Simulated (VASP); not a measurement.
# TaSi2 (P6_222) in VASP: single point with PBEsol+U

Aim: the single point of TaSi2 with PBEsol+U.

All numbers are computed with VASP 6.6.1; they aren't measurements. Logs are shortened: lines on timing, memory, paths and dates and some standing lists are left out, and cuts for length are marked.

## (1) The cell of the first run

Symmetry: P6_222, No. 180, hexagonal system. The conventional cell has a = 4.780 Å, b = 4.780 Å, c = 6.564 Å, α = 90.00°, β = 90.00°, γ = 120.00°. Within 3.4 Å of Ta (site symmetry 222) lie 10 Si at 2.59 to 2.76 Å and 4 Ta at 3.24 Å. Si (site symmetry 2) has 9 Si at 2.59 to 3.24 Å and 5 Ta at 2.59 to 2.76 Å within 3.4 Å.

## (2) Single point, PBEsol+U

Input file POSCAR:

```
TaSi2
1.0
    4.7800000000      0.0000000000      0.0000000000
   -2.3900000000      4.1396014301      0.0000000000
    0.0000000000      0.0000000000      6.5640000000
Ta Si
3 6
Direct
    0.0000000000      0.5000000000      0.1666666667
    0.5000000000      0.5000000000      0.8333333333
    0.5000000000      0.0000000000      0.5000000000
    0.3333000000      0.1666500000      0.1666666667
    0.1666500000      0.8333500000      0.8333333333
    0.8333500000      0.6667000000      0.5000000000
    0.6667000000      0.8333500000      0.1666666667
    0.8333500000      0.1666500000      0.8333333333
    0.1666500000      0.3333000000      0.5000000000
```

Input file INCAR.step1:

```
SYSTEM = TaSi2
PREC     = Accurate       ! precision mode
ENCUT    = 520            ! plane-wave cutoff, eV
EDIFF    = 1E-6           ! SCF threshold, eV
ISMEAR   = -1             ! smearing method
SIGMA    = 0.05           ! smearing width, eV
LREAL    = .False.        ! projectors in reciprocal space
LASPH    = .True.         ! aspherical terms in the spheres
NELM     = 150            ! most SCF steps
ALGO     = Normal         ! electronic algorithm
ISIF     = 2              ! what is computed and relaxed
LWAVE    = .False.        ! write WAVECAR
LCHARG   = .True.         ! write CHGCAR
LMAXMIX  = 4              ! l up to which the mixer works
LDAU     = .True.         ! DFT+U
LDAUTYPE = 2            
LDAUL    = 2 -1           ! shell
LDAUU    = 1 0            ! U, eV
LDAUJ    = 0 0          
LDAUPRINT= 1            
GGA      = PS             ! functional
NBANDS   = 38             ! bands
```

Input file KPOINTS.step1:

```
Automatic mesh
0
Gamma
  7 7 4
  0 0 0
```

Input file INCAR.step2:

```
SYSTEM = TaSi2
PREC     = Accurate       ! precision mode
ENCUT    = 520            ! plane-wave cutoff, eV
EDIFF    = 1E-6           ! SCF threshold, eV
ISMEAR   = -5             ! smearing method
SIGMA    = 0.05           ! smearing width, eV
LREAL    = .False.        ! projectors in reciprocal space
LASPH    = .True.         ! aspherical terms in the spheres
NELM     = 150            ! most SCF steps
ALGO     = Normal         ! electronic algorithm
ISIF     = 2              ! what is computed and relaxed
LWAVE    = .False.        ! write WAVECAR
LCHARG   = .False.        ! write CHGCAR
LMAXMIX  = 4              ! l up to which the mixer works
LDAU     = .True.         ! DFT+U
LDAUTYPE = 2            
LDAUL    = 2 -1           ! shell
LDAUU    = 1 0            ! U, eV
LDAUJ    = 0 0          
LDAUPRINT= 1            
GGA      = PS             ! functional
LORBIT   = 10             ! projections on sites
NBANDS   = 38             ! bands
NEDOS    = 2001           ! points of the DOS
ICHARG   = 11             ! starting density
```

Input file KPOINTS.step2:

```
Automatic mesh
0
Gamma
  11 11 6
  0 0 0
```

Potentials or basis: VASP PAW PBE potentials, release 64 (Ta_pv, Si).

Run with:

```sh
> cat potpaw_PBE.64/Ta_pv/POTCAR potpaw_PBE.64/Si/POTCAR > POTCAR
> cp INCAR.step1 INCAR
> cp KPOINTS.step1 KPOINTS
> mpirun -np 1 vasp_std > vasp.out
> cp INCAR.step2 INCAR
> cp KPOINTS.step2 KPOINTS
> mpirun -np 1 vasp_std > vasp.out
```

OUTCAR:

```text
SYSTEM = TaSi2
   PREC = Accurate
   ENCUT = 520
   EDIFF = 1E-6
   ISMEAR = -5
   LREAL = .False.
   LASPH = .True.
   NELM = 150
   ISIF = 2
   GGA = PS
   LORBIT = 10
   ICHARG = 11

 ion  position               nearest neighbor table
   1  0.000  0.500  0.167-   6 2.59   9 2.59   8 2.59   5 2.59   4 2.76   7 2.76   4 2.76   7 2.76
                             7 2.76   4 2.76   3 3.24   3 3.24   2 3.24   2 3.24
   2  0.500  0.500  0.833-   6 2.59   9 2.59   7 2.59   4 2.59   5 2.76   8 2.76   5 2.76   8 2.76
                             8 2.76   5 2.76   3 3.24   3 3.24   1 3.24   1 3.24
   3  0.500  0.000  0.500-   4 2.59   7 2.59   5 2.59   8 2.59   9 2.76   6 2.76   9 2.76   6 2.76
                             9 2.76   6 2.76   2 3.24   1 3.24   2 3.24   1 3.24
   4  0.333  0.167  0.167-   9 2.59   5 2.59   3 2.59   2 2.59   7 2.76   1 2.76   1 2.76   1 2.76
                             7 2.76   7 2.76
   5  0.167  0.833  0.833-   6 2.59   4 2.59   3 2.59   1 2.59   8 2.76   2 2.76   2 2.76   2 2.76
                             8 2.76   8 2.76
   6  0.833  0.667  0.500-   5 2.59   7 2.59   1 2.59   2 2.59   9 2.76   3 2.76   3 2.76   3 2.76
                             9 2.76   9 2.76
   7  0.667  0.833  0.167-   6 2.59   8 2.59   3 2.59   2 2.59   4 2.76   1 2.76   1 2.76   1 2.76
                             4 2.76   4 2.76
   8  0.833  0.167  0.833-   9 2.59   7 2.59   3 2.59   1 2.59   5 2.76   2 2.76   2 2.76   2 2.76
                             5 2.76   5 2.76
   9  0.167  0.333  0.500-   8 2.59   4 2.59   1 2.59   2 2.59   6 2.76   3 2.76   3 2.76   3 2.76
                             6 2.76   6 2.76

  LATTYP: Found a hexagonal cell.
 ALAT       =     4.7800000000
 C/A-ratio  =     1.3732217573

  Lattice vectors:

 A1 = (   4.7800000000,   0.0000000000,   0.0000000000)
 A2 = (  -2.3900000000,   4.1396014301,   0.0000000000)
 A3 = (   0.0000000000,   0.0000000000,   6.5640000000)

Analysis of symmetry for initial positions (statically):
=====================================================================
 Subroutine PRICEL returns:
 Original cell was already a primitive cell.

 Routine SETGRP: Setting up the symmetry group for a
 hexagonal supercell.

 Subroutine GETGRP returns: Found 12 space group operations
 (whereof  4 operations were pure point group operations)
 out of a pool of 24 trial point group operations.

The static configuration has the point symmetry D_2 .
[... 267 lines left out ...]
  o =  0.2530  v =  0.0000  0.0000  0.0000  0.0000  0.0000  0.0000 -0.0000  0.1242  0.0000 -0.9923      0.0000  0.0000  0.0000  0.0000  0.0000  0.0000  0.0000  0.0000  0.0000  0.0000
  o =  0.2530  v =  0.0000 -0.0000  0.1242  0.0000 -0.9923  0.0000  0.0000  0.0000  0.0000  0.0000      0.0000  0.0000  0.0000  0.0000  0.0000  0.0000  0.0000  0.0000  0.0000  0.0000
  o =  0.2880  v =  0.0000  0.0000  0.0000  0.0000  0.0000  0.0000 -0.0000 -0.0000  1.0000  0.0000      0.0000  0.0000  0.0000  0.0000  0.0000  0.0000  0.0000  0.0000  0.0000  0.0000
  o =  0.2880  v =  0.0000 -0.0000 -0.0000  1.0000  0.0000  0.0000  0.0000  0.0000  0.0000  0.0000      0.0000  0.0000  0.0000  0.0000  0.0000  0.0000  0.0000  0.0000  0.0000  0.0000

 number of electron      57.0000001 magnetization

 Free energy of the ion-electron system (eV)
  ---------------------------------------------------
  ext. energy  EPLUGINS =         0.00000000
  ---------------------------------------------------
  free energy    TOTEN  =       -74.32854485 eV

  energy without entropy =      -74.32854485  energy(sigma->0) =      -74.32854485

 E-fermi :   9.3652     XC(G=0): -12.1653

 val. band max:        9.3885286394   @ k =   0.4545   0.0909   0.0000
 cond. band min:       9.2883003357   @ k =   0.3636   0.0000   0.0000
 fundamental gap:     -0.1002283037
 Fermi energy:         9.3652312811

 k-point     1 :       0.0000    0.0000    0.0000
  band No.  band energies     occupation
      1     -25.1773      2.00000
      2     -25.1747      2.00000
      3     -25.1746      2.00000
      4     -25.0709      2.00000
      5     -25.0708      2.00000
      6     -25.0095      2.00000
[... 973 lines left out ...]
     37      13.2299      0.00000
     38      13.3279      0.00000

 [... further k-points ...]

------------------------ aborting loop because EDIFF is reached ----------------------------------------

  FORCE on cell =-STRESS in cart. coord.  units (eV):
  Direction    XX          YY          ZZ          XY          YZ          ZX
  --------------------------------------------------------------------------------------
  -------------------------------------------------------------------------------------
  Total       -0.3712113     -0.3712113      1.8594793      0.0000000     -0.0000000      0.0000000
  in kB       -4.5790642     -4.5790642     22.9375451      0.0000000     -0.0000000      0.0000000
  external PRESSURE =       4.5931389 kB  Pullay stress =       0.0000000 kB

 VOLUME and BASIS-vectors are now :
 -----------------------------------------------------------------------------
  energy-cutoff  :      520.00
  volume of cell :      129.88
      direct lattice vectors                 reciprocal lattice vectors
     4.780000000  0.000000000  0.000000000     0.209205021  0.120784575  0.000000000
    -2.390000000  4.139601430  0.000000000     0.000000000  0.241569150  0.000000000
     0.000000000  0.000000000  6.564000000     0.000000000  0.000000000  0.152346130

 POSITION                                       TOTAL-FORCE (eV/Angst)
 -----------------------------------------------------------------------------------
     -1.19500      2.06980      1.09400        -0.000000     -0.000000      0.000000
      1.19500      2.06980      5.47000        -0.000000      0.000000      0.000000
      2.39000      0.00000      3.28200        -0.000000      0.000000     -0.000000
      1.19488      0.68986      1.09400        -0.714101     -0.412287     -0.000000
     -1.19512      3.44974      5.47000        -0.714101      0.412287     -0.000000
      2.39000      2.75987      3.28200        -0.000000      0.824573     -0.000000
      1.19512      3.44974      1.09400         0.714101      0.412287     -0.000000
      3.58512      0.68986      5.47000         0.714101     -0.412287     -0.000000
     -0.00000      1.37973      3.28200         0.000000     -0.824573     -0.000000
 -----------------------------------------------------------------------------------
    total drift:                                0.000000      0.000000      0.000000

  FREE ENERGIE OF THE ION-ELECTRON SYSTEM (eV)
  ---------------------------------------------------
  free  energy   TOTEN  =       -74.3285448520 eV

  energy  without entropy=      -74.3285448520  energy(sigma->0) =      -74.32854485

 total charge

# of ion       s       p       d       tot
------------------------------------------
    1        0.293   6.201   2.512   9.006
    2        0.293   6.201   2.512   9.006
    3        0.293   6.201   2.512   9.006
    4        0.756   0.882   0.000   1.638
    5        0.756   0.882   0.000   1.638
    6        0.756   0.882   0.000   1.638
    7        0.756   0.882   0.000   1.638
    8        0.756   0.882   0.000   1.638
    9        0.756   0.882   0.000   1.638
--------------------------------------------------
tot          5.415  23.894   7.536  36.845
```

OSZICAR.step1:

```text
N       E                     dE             d eps       ncg     rms          rms(c)
DAV:   1     0.383163498374E+03    0.38316E+03   -0.28166E+04  1824   0.141E+03
DAV:   2    -0.574763785848E+02   -0.44064E+03   -0.42929E+03  2092   0.362E+02
DAV:   3    -0.765803778402E+02   -0.19104E+02   -0.18717E+02  2324   0.659E+01
DAV:   4    -0.769184017075E+02   -0.33802E+00   -0.33643E+00  2322   0.872E+00
DAV:   5    -0.769227971971E+02   -0.43955E-02   -0.43917E-02  2288   0.107E+00    0.323E+01
DAV:   6    -0.746660705680E+02    0.22567E+01   -0.80538E+00  2298   0.132E+01    0.146E+01
DAV:   7    -0.743886035263E+02    0.27747E+00   -0.57721E-01  2304   0.378E+00    0.432E+00
DAV:   8    -0.743586824188E+02    0.29921E-01   -0.53790E-02  2290   0.102E+00    0.450E-01
DAV:   9    -0.743578835707E+02    0.79885E-03   -0.33821E-03  2376   0.316E-01    0.243E-01
DAV:  10    -0.743577835536E+02    0.10002E-03   -0.49446E-04  2296   0.124E-01    0.661E-02
DAV:  11    -0.743577726165E+02    0.10937E-04   -0.41370E-05  2344   0.309E-02    0.158E-02
DAV:  12    -0.743577706641E+02    0.19524E-05   -0.36247E-06  1944   0.878E-03    0.420E-03
DAV:  13    -0.743577699350E+02    0.72909E-06   -0.33287E-07  1352   0.311E-03
   1 F= -.74357770E+02 E0= -.74341018E+02  d E =-.335044E-01
```

Run time: 4.8 min. Hardware: 1 thread of Intel Xeon 8259CL, shared host; peak memory 0.39 GiB.

What came out:

| Item | Value |
| --- | --- |
| Valence electrons inside the program's atomic spheres | Ta 9.01; Si 1.64 |

Levels at points of the mesh, in eV from the Fermi level:
| k point | band 26 | band 27 | band 28 | band 29 | band 30 | band 31 | band 32 | band 33 |
| --- | --- | --- | --- | --- | --- | --- | --- | --- |
| (0.00, 0.00, 0.00) | -2.31 | -2.31 | -2.26 | -1.85 | 0.54 | 3.07 | 3.07 | 3.43 |
| (0.00, 0.00, 0.50) | -2.07 | -2.07 | -1.73 | 1.05 | 1.05 | 2.78 | 2.78 | 3.08 |

Eigenvalues of the final occupation matrices:
```
    site  spin  trace               eigenvalues
site 1 d     1   1.28  0.25 0.25 0.25 0.25 0.29
site 1 d     2   1.28  0.25 0.25 0.25 0.25 0.29
site 2 d     1   1.28  0.25 0.25 0.25 0.25 0.29
site 2 d     2   1.28  0.25 0.25 0.25 0.25 0.29
site 3 d     1   1.28  0.25 0.25 0.25 0.25 0.29
site 3 d     2   1.28  0.25 0.25 0.25 0.25 0.29
```

Caveat: the PAW data sets were made with another functional, which shifts forces and pressure a little; spin-orbit coupling is left out, which moves the levels of the heavy elements; an odd number of electrons without spin polarisation forces a metal; a magnetic or distorted state may lie lower; U without spin polarisation on a metal has little footing; the U is typed as a test and isn't derived for this compound.
